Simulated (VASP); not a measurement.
# Ga in VASP: a series of runs

The runs below take Ga through single point, with PBE.

All numbers are computed with VASP 6.6.1; they aren't measurements. Logs are shortened: lines on timing, memory, paths and dates and some standing lists are left out, and cuts for length are marked.

## 1. The cell of the first run

It takes space group Cmcm (No. 63, orthorhombic). The conventional cell has a = 7.809 Å, b = 4.681 Å, c = 4.646 Å, α = 90.00°, β = 90.00°, γ = 90.00°. Ga (site symmetry m) has 7 Ga at 2.54 to 2.82 Å within 3.3 Å.

## 2. Single point, PBE

INCAR reads:

```
PREC = Accurate
ENCUT = 520
EDIFF = 1E-7
ISMEAR = 0
SIGMA = 0.1
LREAL = False
LASPH = True
NELM = 80
ALGO = Fast
ISIF = 2
LWAVE = False
LCHARG = False
GGA = PE
NBANDS = 34
```

KPOINTS reads:

```
Automatic mesh
0
Gamma
  12 12 10
```

POSCAR reads:

```
Ga
1.0
    3.9044660619     -2.3405949490      0.0000000000
    3.9044660619      2.3405949490      0.0000000000
    0.0000000000      0.0000000000      4.6461017322
Ga
4
Direct
    0.9914293897      0.3332135889      0.2500000000
    0.3332135889      0.9914293897      0.7500000000
    0.0085706103      0.6667864111      0.7500000000
    0.6667864111      0.0085706103      0.2500000000
```

Potentials or basis: VASP PAW PBE potentials, release 64 (Ga_d).

The run is started by

```
$ cat potpaw_PBE.64/Ga_d/POTCAR > POTCAR
$ mpirun -np 1 vasp_std > vasp.out
```

OUTCAR:

```text
PREC = Accurate
   ENCUT = 520
   EDIFF = 1E-7
   ISMEAR = 0
   LREAL = False
   LASPH = True
   NELM = 80
   ISIF = 2
   GGA = PE

 ion  position               nearest neighbor table
   1  0.991  0.333  0.250-   4 2.54   4 2.71   4 2.71   3 2.80   3 2.80   2 2.82   2 2.82
   2  0.333  0.991  0.750-   3 2.54   3 2.71   3 2.71   4 2.80   4 2.80   1 2.82   1 2.82
   3  0.009  0.667  0.750-   2 2.54   2 2.71   2 2.71   1 2.80   1 2.80   4 2.82   4 2.82
   4  0.667  0.009  0.250-   1 2.54   1 2.71   1 2.71   2 2.80   2 2.80   3 2.82   3 2.82

  LATTYP: Found a base centered orthorhombic cell.
 ALAT       =     4.6811898980
 B/A-ratio  =     1.6681511099
 C/A-ratio  =     0.9925044344

  Lattice vectors:

 A1 = (  -3.9044660619,  -2.3405949490,   0.0000000000)
 A2 = (   3.9044660619,  -2.3405949490,   0.0000000000)
 A3 = (   0.0000000000,   0.0000000000,   4.6461017322)

Analysis of symmetry for initial positions (statically):
=====================================================================
 Subroutine PRICEL returns:
 Original cell was already a primitive cell.

 Routine SETGRP: Setting up the symmetry group for a
 base centered orthorhombic supercell.

 Subroutine GETGRP returns: Found  8 space group operations
 (whereof  4 operations were pure point group operations)
 out of a pool of  8 trial point group operations.

The static configuration has the point symmetry C_2h.
 The point group associated with its full space group is D_2h.

Analysis of symmetry for dynamics (positions and initial velocities):
=====================================================================
 Subroutine PRICEL returns:
 Original cell was already a primitive cell.

 Routine SETGRP: Setting up the symmetry group for a
 base centered orthorhombic supercell.

 Subroutine GETGRP returns: Found  8 space group operations
 (whereof  4 operations were pure point group operations)
 out of a pool of  8 trial point group operations.

The dynamic configuration has the point symmetry C_2h.
 The point group associated with its full space group is D_2h.

 Subroutine INISYM returns: Found  8 space group operations
 (whereof  4 operations are pure point group operations),
 and found     1 'primitive' translations

----------------------------------------------------------------------------------------

                                     Primitive cell

  volume of cell :      84.9193

  direct lattice vectors                    reciprocal lattice vectors
     3.904466062 -2.340594949  0.000000000     0.128058483 -0.213620900  0.000000000
     3.904466062  2.340594949  0.000000000     0.128058483  0.213620900  0.000000000
[... 93 lines left out ...]
   IBRION =     -1    ionic relax: 0-MD 1-quasi-New 2-CG
   NFREE  =      0    steps in history (QN), initial steepest desc. (CG)
   ISIF   =      2    stress and relaxation
   ISYM   =      2    0-nonsym 1-usesym 2-fastsym
   POTIM  = 0.5000    time-step for ionic-motion
   TEBEG  =    0.0;   TEEND  =   0.0 temperature during run
   PSTRESS=    0.0 pullay stress
   NELECT =      52.0000    total number of electrons
   NUPDOWN=      -1.0000    fix difference up-down
   EMIN   =  10.00;   EMAX   =-10.00  energy-range for DOS
   EFERMI =   0.00;   METHOD = LEGACY
   ISMEAR =     0;   SIGMA  =   0.10  broadening in eV -4-tet -1-fermi 0-gaus
   EFERMI_NEDOS =   21; number of points for ismear=-14 and -15
   IALGO  =     68    algorithm
   IMIX   =      4    mixing-type and parameters
     AMIX     =   0.40;   BMIX     =  1.00
     AMIX_MAG =   1.60;   BMIX_MAG =  1.00
  volume/ion in A,a.u.               =      21.23       143.27
  Fermi-wavevector in a.u.,A,eV,Ry     =   1.390189  2.627076 26.294952  1.932624
  Thomas-Fermi vector in A             =   2.514148
   LORBIT       =      0    0 simple, 1 ext, 2 COOP (PROOUT), +10 PAW based schemes
   GGA     = PE    functional components
   LHFCALC =     F    Hartree Fock is set to
   AEXX    =    0.0000 exact exchange contribution
   IVDW    =     0    specifies the selected vdW correction
   LEPSILON=     F    determine dielectric tensor
   LRPA    =     F    only Hartree local field effects (RPA)
 non-spin polarized calculation
 RMM-DIIS sequential band-by-band and
 Gauss-broadening in eV      SIGMA  =   0.10
  energy-cutoff  :      520.00
  volume of cell :       84.92
 maximum number of plane-waves:      2314
 NGX is ok and might be reduce to    36

 number of electron      52.0000002 magnetization

 Free energy of the ion-electron system (eV)
  ---------------------------------------------------
  ext. energy  EPLUGINS =         0.00000000
  ---------------------------------------------------
  free energy    TOTEN  =       -11.61234678 eV

  energy without entropy =      -11.60809364  energy(sigma->0) =      -11.61022021

 E-fermi :   4.2863     XC(G=0): -10.1880

 val. band max:        4.2798122401   @ k =   0.5000   0.1667   0.0000
 cond. band min:       4.2971016905   @ k =   0.4167   0.3333   0.1000
 fundamental gap:      0.0172894504
 Fermi energy:         4.2863043834

 k-point     1 :       0.0000    0.0000    0.0000
  band No.  band energies     occupation
      1     -10.7181      2.00000
      2     -10.7005      2.00000
      3     -10.6779      2.00000
      4     -10.6551      2.00000
      5     -10.5900      2.00000
      6     -10.5734      2.00000
[... 877 lines left out ...]
     33      11.4274      0.00000
     34      12.4727      0.00000

 [... further k-points ...]

------------------------ aborting loop because EDIFF is reached ----------------------------------------

  FORCE on cell =-STRESS in cart. coord.  units (eV):
  Direction    XX          YY          ZZ          XY          YZ          ZX
  --------------------------------------------------------------------------------------
  -------------------------------------------------------------------------------------
  Total        0.0523681      0.0316834      0.0574051      0.0000000      0.0000000      0.0000000
  in kB        0.9880315      0.5977714      1.0830643      0.0000000      0.0000000      0.0000000
  external PRESSURE =       0.8896224 kB  Pullay stress =       0.0000000 kB

 VOLUME and BASIS-vectors are now :
 -----------------------------------------------------------------------------
  energy-cutoff  :      520.00
  volume of cell :       84.92
      direct lattice vectors                 reciprocal lattice vectors
     3.904466062 -2.340594949  0.000000000     0.128058483 -0.213620900  0.000000000
     3.904466062  2.340594949  0.000000000     0.128058483  0.213620900  0.000000000
     0.000000000  0.000000000  4.646101732     0.000000000  0.000000000  0.215234202

 POSITION                                       TOTAL-FORCE (eV/Angst)
 -----------------------------------------------------------------------------------
      5.17202     -1.54062      1.16153         0.001231     -0.001310      0.000000
      5.17202      1.54062      3.48458         0.001231      0.001310     -0.000000
      2.63691      1.54062      3.48458        -0.001231      0.001310      0.000000
      2.63691     -1.54062      1.16153        -0.001231     -0.001310      0.000000
 -----------------------------------------------------------------------------------
    total drift:                                0.000000     -0.000000      0.000000

  FREE ENERGIE OF THE ION-ELECTRON SYSTEM (eV)
  ---------------------------------------------------
  free  energy   TOTEN  =       -11.6123467799 eV

  energy  without entropy=      -11.6080936400  energy(sigma->0) =      -11.61022021
```

OSZICAR:

```text
N       E                     dE             d eps       ncg     rms          rms(c)
DAV:   1     0.361350718250E+03    0.36135E+03   -0.25753E+04 17948   0.282E+03
DAV:   2     0.335789094343E+02   -0.32777E+03   -0.31950E+03 18024   0.534E+02
DAV:   3    -0.102409374579E+02   -0.43820E+02   -0.43277E+02 20120   0.152E+02
DAV:   4    -0.116666286333E+02   -0.14257E+01   -0.14162E+01 20340   0.303E+01
DAV:   5    -0.116966552841E+02   -0.30027E-01   -0.30018E-01 21796   0.454E+00    0.235E+00
RMM:   6    -0.116261079730E+02    0.70547E-01   -0.16786E-01 22381   0.410E+00    0.131E+00
RMM:   7    -0.116123044867E+02    0.13803E-01   -0.62475E-02 23901   0.225E+00    0.295E-01
RMM:   8    -0.116118162053E+02    0.48828E-03   -0.98266E-03 23407   0.877E-01    0.522E-02
RMM:   9    -0.116122667298E+02   -0.45052E-03   -0.28282E-03 28185   0.400E-01    0.314E-02
RMM:  10    -0.116123495249E+02   -0.82795E-04   -0.49552E-04 23142   0.206E-01    0.160E-02
RMM:  11    -0.116123402709E+02    0.92540E-05   -0.13782E-04 23797   0.111E-01    0.284E-03
RMM:  12    -0.116123464011E+02   -0.61302E-05   -0.64942E-05 28299   0.521E-02    0.175E-03
RMM:  13    -0.116123468728E+02   -0.47170E-06   -0.31564E-06 25059   0.141E-02    0.151E-03
RMM:  14    -0.116123467182E+02    0.15457E-06   -0.13716E-06 22918   0.107E-02    0.179E-04
RMM:  15    -0.116123467799E+02   -0.61647E-07   -0.43106E-07 16313   0.501E-03
   1 F= -.11612347E+02 E0= -.11610220E+02  d E =-.425314E-02
```

stdout:

```text
POSCAR found type information on POSCAR Ga
 POSCAR found :  1 types and       4 ions
 scaLAPACK will be used
 LDA part: xc-table for (Slater+PW92), standard interpolation
 POSCAR, INCAR and KPOINTS ok, starting setup
 FFT: planning ... GRIDC
 FFT: planning ... GRID_SOFT
 FFT: planning ... GRID
 WAVECAR not read
 entering main loop
WARNING in EDDRMM: call to ZHEGV failed, returncode =   8  4     30
```

Run time: 12 min. Hardware: 1 thread of Intel Xeon Platinum 8375C at 2.90GHz (Ice Lake), shared host; peak memory 0.59 GiB.

Results:

| Property | Result |
| --- | --- |
| Free energy | -11.6123 eV |
| Pressure | 0.1 GPa |
| Band gap on the k mesh | zero (bands 26 and 27 overlap by 0.66 eV) |

## 3. Single point, PBE

This run uses another cell than the first one: it holds 2 atoms, not 4.

INCAR reads:

```
ALGO = Fast
EDIFF = 1E-6
ENCUT = 520
GGA = PE
ISIF = 2
ISMEAR = 0
LASPH = T
LCHARG = F
LREAL = F
LWAVE = F
NBANDS = 20
NELM = 80
PREC = Accurate
SIGMA = 0.1
```

KPOINTS reads:

```
k-points
0
Gamma
  16 12 10
```

POSCAR reads:

```
Ga
1.0
    2.7830558574      0.0000000000     -0.0091560674
    0.0000000000      3.3950732155      0.0000000000
   -1.3588212599      0.0000000000      4.0602607722
Ga
2
Direct
    0.8638471801      0.2500000000      0.2328896854
    0.1361528199      0.7500000000      0.7671103146
```

Potentials or basis: VASP PAW PBE potentials, release 64 (Ga_d).

The run is started by

```
$ cat potpaw_PBE.64/Ga_d/POTCAR > POTCAR
$ mpirun -np 1 vasp_std > vasp.out
```

Run time: 5 min. Hardware: 1 thread of Intel Xeon Platinum 8259CL at 2.50GHz (Skylake/Cascade Lake), shared host; peak memory 0.43 GiB.

It converged, with:

- Free energy: -5.7866 eV
- Pressure: 0.1 GPa
- Band gap on the k mesh: zero (bands 13 and 14 overlap by 7.99 eV)

Forces in eV/Å, atoms in the order of the input:
```
Ga   0.003  0.000 -0.001
Ga  -0.003  0.000  0.001
```

Levels at points of the mesh, in eV from the Fermi level:
```
           k point  band 11  band 12  band 13  band 14  band 15  band 16
(0.00, 0.00, 0.00)   -11.02    -1.94    -1.73     1.38     5.16     9.46
(0.50, 0.00, 0.00)    -5.93    -4.96    -1.24     0.10     5.73     6.21
(0.00, 0.50, 0.00)    -7.72    -7.72     1.62     1.62     2.44     2.44
(0.50, 0.50, 0.00)    -2.81    -2.81    -1.71    -1.71     2.05     2.05
(0.00, 0.00, 0.50)    -9.05    -8.30     3.57     4.43     5.39     5.66
(0.50, 0.00, 0.50)    -5.91    -4.92    -1.33     0.01     5.73     6.26
(0.00, 0.50, 0.50)    -6.08    -6.08    -4.23    -4.23    10.74    10.74
(0.50, 0.50, 0.50)    -2.80    -2.80    -1.67    -1.67     2.00     2.00
```
